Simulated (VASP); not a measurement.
Set up this calculation in VASP 6.6.1, as the native input.

| Item | Value |
| --- | --- |
| Task | single point |
| Functional | PBE |
| Potentials or basis | VASP PAW PBE potentials, release 64 (Ga_d, Sb, As) |
| Cutoff | 520 eV |
| k mesh | 10 × 10 × 4 |
| Occupations | gaussian, width 0.1 eV |
| Spin | no spin polarisation |
| Dipole correction | no |
| Further INCAR settings | ALGO = Normal; EDIFF = 1e-06; NBANDS = 46 |

The structure of Ga4SbAs3 lies in POSCAR:

```
Ga4SbAs3
1.0
    4.1484387831      0.0000000000      0.0000000000
    0.0000000000      4.1484387831      0.0000000000
    0.0000000000      0.0000000000     11.7292886457
Ga Sb As
4 1 3
Direct
    0.5000000000      0.0000000000      0.6385308367
    0.0000000000      0.5000000000      0.8796445808
    0.5000000000      0.0000000000      0.1203554192
    0.0000000000      0.5000000000      0.3614691633
    0.5000000000      0.5000000000      0.5000000000
    0.0000000000      0.0000000000      0.7590350813
    0.5000000000      0.5000000000      0.0000000000
    0.0000000000      0.0000000000      0.2409649187
```

One way to write it, as run:

INCAR

```
PREC     = Accurate       # precision mode
ENCUT    = 520            # plane-wave cutoff, eV
EDIFF    = 1E-6           # SCF threshold, eV
ISMEAR   = 0              # smearing method
SIGMA    = 0.1            # smearing width, eV
LREAL    = F              # projectors in reciprocal space
LASPH    = T              # aspherical terms in the spheres
NELM     = 100            # most SCF steps
ALGO     = Normal         # electronic algorithm
ISIF     = 2              # what is computed and relaxed
LWAVE    = F              # write WAVECAR
LCHARG   = T              # write CHGCAR
GGA      = PE             # functional
LELF     = T              # ELF
LVHAR    = T            
NBANDS   = 46             # bands
```

KPOINTS

```
regular mesh
0
Gamma
  10 10 4
```

Potentials or basis: VASP PAW PBE potentials, release 64 (Ga_d, Sb, As).

Run with:

```bash
$ cat potpaw_PBE.64/Ga_d/POTCAR potpaw_PBE.64/Sb/POTCAR potpaw_PBE.64/As/POTCAR > POTCAR
$ mpirun -np 1 vasp_std > vasp.out
```

Results of the run:

```yaml
Pressure: 0.1 GPa
Largest_force: 0.008 eV/Å
Band_gap_on_the_k_mesh: zero (filled and empty bands touch)
```

Caveat: semilocal functionals underestimate gaps, so a narrow gap can read as zero; spin-orbit coupling is left out, which moves the levels of the heavy elements.

Run time: 3.9 min on 1 thread of Intel(R) Xeon(R) 6975P-C (Granite Rapids) (shared host), peak memory 0.63 GiB.
